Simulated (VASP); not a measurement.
Write the native input for VASP 6.6.1 that does the following.

```yaml
Task: single point
Functional: PBEsol
Potentials_or_basis: VASP PAW PBE potentials, release 64 (W_sv)
Cutoff: 520 eV
k_mesh: 20 × 20 × 20
Occupations: gaussian, width 0.15 eV
Spin: no spin polarisation
Dipole_correction: no
Further_INCAR_settings: ALGO = Fast; EDIFF = 1e-07; NBANDS = 13
```

The structure of W lies in POSCAR:

```
W
1.0
    0.0000000000      2.0452250000      2.0452250000
    2.0300000000      0.0152250000      2.0300000000
    2.0300000000      2.0300000000      0.0152250000
W
1
Direct
    0.0000000000      0.0000000000      0.0000000000
```

This cell differs from its parent crystal: strain +0.0150 x Voigt [0, 0, 0, 1, 0, 0].

These files were run (other wordings do the same):

INCAR

```
SYSTEM = W
ALGO = Fast
EDIFF = 1E-7
ENCUT = 520
GGA = PS
ISIF = 2
ISMEAR = 0
LASPH = .TRUE.
LCHARG = .FALSE.
LREAL = .FALSE.
LWAVE = .FALSE.
NBANDS = 13
NELM = 100
PREC = Accurate
SIGMA = 0.15
```

KPOINTS

```
k-points
0
G
  20 20 20
  0 0 0
```

Potentials or basis: VASP PAW PBE potentials, release 64 (W_sv).

Command:

```sh
$ cat potpaw_PBE.64/W_sv/POTCAR > POTCAR
$ mpirun -np 1 vasp_std > vasp.out
```

It gave:

| Property | Result |
| --- | --- |
| Pressure | -12.1 GPa |
| Band gap on the k mesh | zero (band 7 reaches 13.02 eV, above the bottom of band 8 at 9.55 eV) |

Caveat: the cell differs from its parent crystal (strain +0.0150 x Voigt [0, 0, 0, 1, 0, 0]); the PAW data sets were made with another functional, which shifts forces and pressure a little; spin-orbit coupling is left out, which moves the levels of the heavy elements.

Run time: 4.5 min on 1 thread of AMD EPYC 7R13 Processor (Zen 3), on a shared host, peak memory 0.31 GiB.
